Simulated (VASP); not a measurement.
Set up this calculation in VASP 6.6.1, as the native input.

| Item | Value |
| --- | --- |
| Task | single point |
| Functional | PBE |
| Potentials or basis | VASP PAW PBE potentials, release 64 (Re_sv_GW) |
| Cutoff | 560 eV |
| k mesh | 9 × 9 × 13 |
| Occupations | fermi-dirac, width 0.1 eV |
| Spin | no spin polarisation |
| Dipole correction | no |
| Further INCAR settings | ALGO = Normal; EDIFF = 1e-06; NBANDS = 30 |

The structure of Re lies in POSCAR:

```
Re
1.0
    4.2602399681      0.0000000000      0.0000000000
   -2.1301199841      3.6894760386      0.0000000000
    0.0000000000      0.0000000000      2.6691070069
Re
3
Direct
    0.0000000000      0.0000000000      1.0000000000
    0.3333333333      0.6666666667      0.5000000000
    0.6666666667      0.3333333333      0.5000000000
```

This isn't the form of Re at room conditions, which is hcp.

One way to write it, as run:

INCAR

```
ALGO = Normal ; EDIFF = 1E-6
ENCUT = 560 ; GGA = PE
GGA_COMPAT = F ; ISIF = 2
ISMEAR = -1 ; LASPH = T
LCHARG = T ; LELF = T
LREAL = F ; LVHAR = T
LWAVE = F ; NBANDS = 30
NELM = 120 ; PREC = Accurate
SIGMA = 0.1
```

KPOINTS

```
k-points
0
Gamma
  9 9 13
```

Potentials or basis: VASP PAW PBE potentials, release 64 (Re_sv_GW).

Command:

```console
$ cat potpaw_PBE.64/Re_sv_GW/POTCAR > POTCAR
$ mpirun -np 1 vasp_std > vasp.out
```

Results of the run:

```
Pressure               : 33.3 GPa
Band gap on the k mesh : zero (an odd number of electrons rules out a gap without spin polarisation)
```

Caveat: the stress differs along the axes, from 30 to 35 GPa; spin-orbit coupling is left out, which moves the levels of the heavy elements.

Run time: 2.3 min on 1 thread of Intel(R) Xeon(R) Platinum 8488C (Sapphire Rapids) (shared host), peak memory 0.24 GiB.
